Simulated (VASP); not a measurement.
# SiNi (WC type) (P-6m2) in VASP: a series of runs

SiNi (WC type) is run at these levels: PBE; tasks: single point.

All numbers are computed with VASP 6.6.1; they aren't measurements. Logs are shortened: lines on timing, memory, paths and dates and some standing lists are left out, and cuts for length are marked.

### 1 The cell of the first run

The structure is hexagonal, space group P-6m2 (No. 187). The conventional cell has a = 3.485 Å, b = 3.485 Å, c = 2.487 Å, α = 90.00°, β = 90.00°, γ = 120.00°. Ni (site symmetry -6m2) has 6 Si at 2.37 Å and 2 Ni at 2.49 Å within 3.1 Å. Within 3.1 Å of Si (site symmetry -6m2) lie 6 Ni at 2.37 Å and 2 Si at 2.49 Å.

### 2 Single point, PBE

INCAR reads:

```
PREC = Accurate
ENCUT = 520
EDIFF = 1E-6
ISMEAR = -1
SIGMA = 0.1
LREAL = False
LASPH = True
NELM = 100
ALGO = Normal
ISIF = 2
LWAVE = False
LCHARG = False
GGA = PE
NBANDS = 14
```

KPOINTS reads:

```
regular mesh
0
Gamma
  15 15 13
```

POSCAR reads:

```
SiNi
1.0
    3.4854604229      0.0000000000      0.0000000000
   -1.7427302115      3.0184972701      0.0000000000
    0.0000000000      0.0000000000      2.4874591892
Ni Si
1 1
Direct
    0.0000000000      0.0000000000      0.0000000000
    0.3333333333      0.6666666667      0.5000000000
```

Potentials or basis: VASP PAW PBE potentials, release 64 (Ni, Si).

Run with:

```sh
$ cat potpaw_PBE.64/Ni/POTCAR potpaw_PBE.64/Si/POTCAR > POTCAR
$ mpirun -np 1 vasp_std > vasp.out
```

OUTCAR:

```text
PREC = Accurate
   ENCUT = 520
   EDIFF = 1E-6
   ISMEAR = -1
   LREAL = False
   LASPH = True
   NELM = 100
   ISIF = 2
   GGA = PE

 ion  position               nearest neighbor table
   1  0.000  0.000  0.000-   2 2.37   2 2.37   2 2.37   2 2.37   2 2.37   2 2.37
   2  0.333  0.667  0.500-   1 2.37   1 2.37   1 2.37   1 2.37   1 2.37   1 2.37

  LATTYP: Found a hexagonal cell.
 ALAT       =     3.4854604229
 C/A-ratio  =     0.7136673172

  Lattice vectors:

 A1 = (   3.4854604229,   0.0000000000,   0.0000000000)
 A2 = (  -1.7427302115,   3.0184972701,   0.0000000000)
 A3 = (   0.0000000000,   0.0000000000,   2.4874591892)

Analysis of symmetry for initial positions (statically):
=====================================================================
 Subroutine PRICEL returns:
 Original cell was already a primitive cell.

 Routine SETGRP: Setting up the symmetry group for a
 hexagonal supercell.

 Subroutine GETGRP returns: Found 12 space group operations
 (whereof 12 operations were pure point group operations)
 out of a pool of 24 trial point group operations.

The static configuration has the point symmetry D_3h.

Analysis of symmetry for dynamics (positions and initial velocities):
=====================================================================
 Subroutine PRICEL returns:
 Original cell was already a primitive cell.

 Routine SETGRP: Setting up the symmetry group for a
 hexagonal supercell.

 Subroutine GETGRP returns: Found 12 space group operations
 (whereof 12 operations were pure point group operations)
 out of a pool of 24 trial point group operations.

The dynamic configuration has the point symmetry D_3h.

 Subroutine INISYM returns: Found 12 space group operations
 (whereof 12 operations are pure point group operations),
 and found     1 'primitive' translations

----------------------------------------------------------------------------------------

                                     Primitive cell

  volume of cell :      26.1702

  direct lattice vectors                    reciprocal lattice vectors
     3.485460423  0.000000000  0.000000000     0.286906141  0.165645338  0.000000000
    -1.742730212  3.018497270  0.000000000     0.000000000  0.331290676  0.000000000
     0.000000000  0.000000000  2.487459189     0.000000000  0.000000000  0.402016646

  length of vectors
     3.485460423  3.485460423  2.487459189     0.331290676  0.331290676  0.402016646

  position of ions in fractional coordinates (direct lattice)
     0.000000000  0.000000000  0.000000000
     0.333333333  0.666666667  0.500000000

  ion indices of the primitive-cell ions
   primitive index   ion index
                 1           1
                 2           2

----------------------------------------------------------------------------------------

 KPOINTS: regular mesh

Automatic generation of k-mesh.
 Grid dimensions read from file:
 generate k-points for:   15   15   13

 Generating k-lattice:

  Cartesian coordinates                     Fractional coordinates (reciprocal lattice)
     0.019127076  0.011043023  0.000000000     0.066666667  0.000000000  0.000000000
     0.000000000  0.022086045  0.000000000     0.000000000  0.066666667  0.000000000
     0.000000000  0.000000000  0.030924357     0.000000000  0.000000000  0.076923077

  Length of vectors
     0.022086045  0.022086045  0.030924357

  Shift w.r.t. Gamma in fractional coordinates (k-lattice)
     0.000000000  0.000000000  0.000000000

 Subroutine IBZKPT returns following result:
 ===========================================

 Found    189 irreducible k-points:

 Following reciprocal coordinates:
            Coordinates               Weight
  0.000000  0.000000  0.000000      1.000000
  0.066667  0.000000  0.000000      6.000000
  0.133333  0.000000  0.000000      6.000000
  0.200000  0.000000  0.000000      6.000000
  0.266667  0.000000  0.000000      6.000000
  0.333333  0.000000  0.000000      6.000000
[... 16 lines left out ...]
  0.333333  0.200000  0.000000     12.000000
  0.400000  0.200000  0.000000      6.000000
 [... further k-points ...]
   k-points           NKPTS =    189   k-points in BZ     NKDIM =    189   number of bands    NBANDS=     14
   number of dos      NEDOS =    301   number of ions     NIONS =      2
   total plane-waves  NPLWV =  15680
   dimension x,y,z NGX =    28 NGY =   28 NGZ =   20
   dimension x,y,z NGXF=    56 NGYF=   56 NGZF=   40
   ions per type =               1   1
   NGX,Y,Z   is equivalent  to a cutoff of  13.36, 13.36, 13.37 a.u.
   NGXF,Y,Z  is equivalent  to a cutoff of  26.71, 26.71, 26.73 a.u.
 SYSTEM =  unknown system
   PREC   = accura    normal or accurate (medium, high low for compatibility)
   ISTART =      0    job   : 0-new  1-cont  2-samecut
   ICHARG =      2    charge: 1-file 2-atom 10-const
   ISPIN  =      1    spin polarized calculation?
   LNONCOLLINEAR =      F non collinear calculations
   LSORBIT =      F    spin-orbit coupling
   LASPH  =      T    aspherical Exc in radial PAW
   ENCUT  =  520.0 eV  38.22 Ry    6.18 a.u.   6.48  6.48  4.63*2*pi/ulx,y,z
   NELM   =    100;   NELMIN=  2; NELMDL= -5     # of ELM steps
   EDIFF  = 0.1E-05   stopping-criterion for ELM
   LREAL  =      F    real-space projection
   EDIFFG = 0.1E-04   stopping-criterion for IOM
   NSW    =      0    number of steps for IOM
   IBRION =     -1    ionic relax: 0-MD 1-quasi-New 2-CG
   NFREE  =      0    steps in history (QN), initial steepest desc. (CG)
   ISIF   =      2    stress and relaxation
   ISYM   =      2    0-nonsym 1-usesym 2-fastsym
   POTIM  = 0.5000    time-step for ionic-motion
   TEBEG  =    0.0;   TEEND  =   0.0 temperature during run
   PSTRESS=    0.0 pullay stress
   NELECT =      14.0000    total number of electrons
   NUPDOWN=      -1.0000    fix difference up-down
   EMIN   =  10.00;   EMAX   =-10.00  energy-range for DOS
   EFERMI =   0.00;   METHOD = LEGACY
   ISMEAR =    -1;   SIGMA  =   0.10  broadening in eV -4-tet -1-fermi 0-gaus
   EFERMI_NEDOS =   21; number of points for ismear=-14 and -15
   IALGO  =     38    algorithm
   IMIX   =      4    mixing-type and parameters
     AMIX     =   0.40;   BMIX     =  1.00
     AMIX_MAG =   1.60;   BMIX_MAG =  1.00
  volume/ion in A,a.u.               =      13.09        88.30
  Fermi-wavevector in a.u.,A,eV,Ry     =   1.328970  2.511389 24.030086  1.766162
  Thomas-Fermi vector in A             =   2.458168
   LORBIT       =      0    0 simple, 1 ext, 2 COOP (PROOUT), +10 PAW based schemes
   GGA     = PE    functional components
   LHFCALC =     F    Hartree Fock is set to
   AEXX    =    0.0000 exact exchange contribution
   IVDW    =     0    specifies the selected vdW correction
   LEPSILON=     F    determine dielectric tensor
   LRPA    =     F    only Hartree local field effects (RPA)
 non-spin polarized calculation
  energy-cutoff  :      520.00
  volume of cell :       26.17
 maximum number of plane-waves:       754
 NGX is ok and might be reduce to    28
   NGX = 13   NGY = 13   NGZ =  9

 number of electron      14.0000004 magnetization

 Free energy of the ion-electron system (eV)
  ---------------------------------------------------
  ext. energy  EPLUGINS =         0.00000000
  ---------------------------------------------------
  free energy    TOTEN  =       -11.67274959 eV

  energy without entropy =      -11.64062032  energy(sigma->0) =      -11.65668495

 E-fermi :   9.1548     XC(G=0): -11.7181

 val. band max:        9.1490587732   @ k =   0.2000   0.1333   0.3846
 cond. band min:       9.1604758937   @ k =   0.2000   0.2000   0.1538
 fundamental gap:      0.0114171205
 Fermi energy:         9.1548468603

 k-point     1 :       0.0000    0.0000    0.0000
  band No.  band energies     occupation
      1      -3.2685      2.00000
      2       5.4749      2.00000
      3       5.5831      2.00000
      4       5.5831      2.00000
      5       7.5716      2.00000
      6       7.5716      2.00000
      7      11.8129      0.00000
      8      11.8129      0.00000
      9      14.0516      0.00000
     10      15.4409      0.00000
     11      15.4409      0.00000
     12      18.3118      0.00000
     13      20.8407      0.00000
     14      23.1552      0.00000

 k-point     2 :       0.0667    0.0000    0.0000
  band No.  band energies     occupation
      1      -3.2044      2.00000
      2       5.3387      2.00000
      3       5.6107      2.00000
      4       5.6422      2.00000
      5       7.5627      2.00000
      6       7.5696      2.00000
      7      11.2965      0.00000
      8      11.5730      0.00000
      9      14.1872      0.00000
     10      15.7138      0.00000
     11      15.7733      0.00000
     12      18.3797      0.00000
     13      21.2434      0.00000
     14      23.2113      0.00000

 k-point     3 :       0.1333    0.0000    0.0000
  band No.  band energies     occupation
      1      -3.0145      2.00000
      2       5.0583      2.00000
      3       5.6917      2.00000
      4       5.6925      2.00000
      5       7.5379      2.00000
      6       7.5640      2.00000
      7      10.2828      0.00003
      8      11.0238      0.00000
      9      14.1753      0.00000
     10      16.5219      0.00000
     11      16.5997      0.00000
     12      18.5787      0.00000
     13      22.2734      0.00000
     14      23.4470      0.00000

 k-point     4 :       0.2000    0.0000    0.0000
  band No.  band energies     occupation
      1      -2.7060      2.00000
      2       4.6503      2.00000
      3       5.7139      2.00000
      4       5.8258      2.00000
      5       7.5018      2.00000
      6       7.5558      2.00000
      7       9.2422      0.58897
      8      10.3849      0.00001
      9      14.0248      0.00000
     10      17.5757      0.00000
     11      17.6984      0.00000
     12      18.8941      0.00000
     13      23.1724      0.00000
     14      24.4201      0.00000

 k-point     5 :       0.2667    0.0000    0.0000
  band No.  band energies     occupation
      1      -2.2942      2.00000
      2       4.1128      2.00000
      3       5.7114      2.00000
      4       6.0040      2.00000
      5       7.4612      2.00000
      6       7.5463      2.00000
      7       8.3625      1.99928
      8       9.7611      0.00464
      9      13.8704      0.00000
     10      18.6692      0.00000
     11      18.9602      0.00000
[... 276 lines left out ...]
 k-point    22 :       0.2667    0.2000    0.0000
  band No.  band energies     occupation
      1      -1.2455      2.00000
      2       3.2006      2.00000
      3       5.1963      2.00000
      4       6.3879      2.00000
      5       7.1555      2.00000
      6       7.4103      2.00000
      7       7.5043      2.00000
      8       8.1697      1.99989
      9      16.3566      0.00000
     10      17.9264      0.00000
     11      20.2545      0.00000
     12      21.5321      0.00000
     13      25.7455      0.00000
     14      26.0595      0.00000

 k-point    23 :       0.3333    0.2000    0.0000
  band No.  band energies     occupation
      1      -0.8560      2.00000
      2       2.8283      2.00000
      3       4.9810      2.00000
      4       6.5039      2.00000
      5       6.9513      2.00000
      6       7.3982      2.00000
      7       7.4933      2.00000
      8       7.9335      1.99999
      9      16.2570      0.00000
     10      19.2572      0.00000
     11      20.5690      0.00000
     12      21.3680      0.00000
     13      25.3696      0.00000
     14      25.8682      0.00000

 k-point    24 :       0.4000    0.2000    0.0000
  band No.  band energies     occupation
      1      -0.6921      2.00000
      2       2.6668      2.00000
      3       4.8973      2.00000
      4       6.5452      2.00000
      5       6.9022      2.00000
      6       7.3940      2.00000
      7       7.4893      2.00000
      8       7.8459      2.00000
      9      16.2190      0.00000
     10      20.2263      0.00000
     11      20.6926      0.00000
     12      20.8333      0.00000
     13      25.2250      0.00000
     14      25.4342      0.00000

 [... further k-points ...]

------------------------ aborting loop because EDIFF is reached ----------------------------------------

  FORCE on cell =-STRESS in cart. coord.  units (eV):
  Direction    XX          YY          ZZ          XY          YZ          ZX
  --------------------------------------------------------------------------------------
  -------------------------------------------------------------------------------------
  Total        0.0010188      0.0010188      0.0482882     -0.0000000      0.0000000      0.0000000
  in kB        0.0623718      0.0623718      2.9562725     -0.0000000      0.0000000      0.0000000
  external PRESSURE =       1.0270054 kB  Pullay stress =       0.0000000 kB

 VOLUME and BASIS-vectors are now :
 -----------------------------------------------------------------------------
  energy-cutoff  :      520.00
  volume of cell :       26.17
      direct lattice vectors                 reciprocal lattice vectors
     3.485460423  0.000000000  0.000000000     0.286906141  0.165645338  0.000000000
    -1.742730212  3.018497270  0.000000000     0.000000000  0.331290676  0.000000000
     0.000000000  0.000000000  2.487459189     0.000000000  0.000000000  0.402016646

 POSITION                                       TOTAL-FORCE (eV/Angst)
 -----------------------------------------------------------------------------------
      0.00000      0.00000      0.00000         0.000000     -0.000000      0.000000
     -0.00000      2.01233      1.24373        -0.000000      0.000000      0.000000
 -----------------------------------------------------------------------------------
    total drift:                                0.000001     -0.000000      0.000000

  FREE ENERGIE OF THE ION-ELECTRON SYSTEM (eV)
  ---------------------------------------------------
  free  energy   TOTEN  =       -11.6727495898 eV

  energy  without entropy=      -11.6406203177  energy(sigma->0) =      -11.65668495
```

Run time: 34 s. Hardware: 1 thread of AMD EPYC 9R45 (Zen 5), shared host; peak memory 0.17 GiB.

What came out:

```
Free energy            : -11.6727 eV
Pressure               : 0.1 GPa
Band gap on the k mesh : zero (band 7 reaches 12.48 eV, above the bottom of band 8 at 7.69 eV)
```

Stress tensor (GPa, compression positive):
```
0.01 0.00 0.00
0.00 0.01 0.00
0.00 0.00 0.30
```

Spin polarisation is off, so any magnetic state and its effect on volume and gap are missing.

### 3 Single point, PBE

INCAR reads:

```
SYSTEM = SiNi
PREC = Accurate
ENCUT = 520
EDIFF = 1E-6
ISMEAR = -1
SIGMA = 0.1
LREAL = .FALSE.
LASPH = .TRUE.
NELM = 80
ALGO = Normal
ISIF = 2
LWAVE = .FALSE.
LCHARG = .FALSE.
GGA = PE
NBANDS = 14
```

KPOINTS reads:

```
regular mesh
0
G
  15 15 13
  0 0 0
```

POSCAR is that of step 2.

Potentials or basis: VASP PAW PBE potentials, release 64 (Ni, Si).

Run with:

```sh
$ cat potpaw_PBE.64/Ni/POTCAR potpaw_PBE.64/Si/POTCAR > POTCAR
$ mpirun -np 1 vasp_std > vasp.out
```

Run time: 33 s. Hardware: 1 thread of AMD EPYC 9R45 (Zen 5), shared host; peak memory 0.17 GiB.

Results (log left out):

```
Free energy            : -11.6727 eV
Pressure               : 0.1 GPa
Band gap on the k mesh : zero (band 7 reaches 12.48 eV, above the bottom of band 8 at 7.69 eV)
```

Stress tensor (GPa, compression positive):
```
0.01 0.00 0.00
0.00 0.01 0.00
0.00 0.00 0.30
```

Levels at points of the mesh, in eV from the Fermi level:
```
           k point  band 5  band 6  band 7  band 8  band 9  band 10
(0.00, 0.00, 0.00)   -1.58   -1.58    2.66    2.66    4.90     6.29
```

Spin polarisation is off, so any magnetic state and its effect on volume and gap are missing.
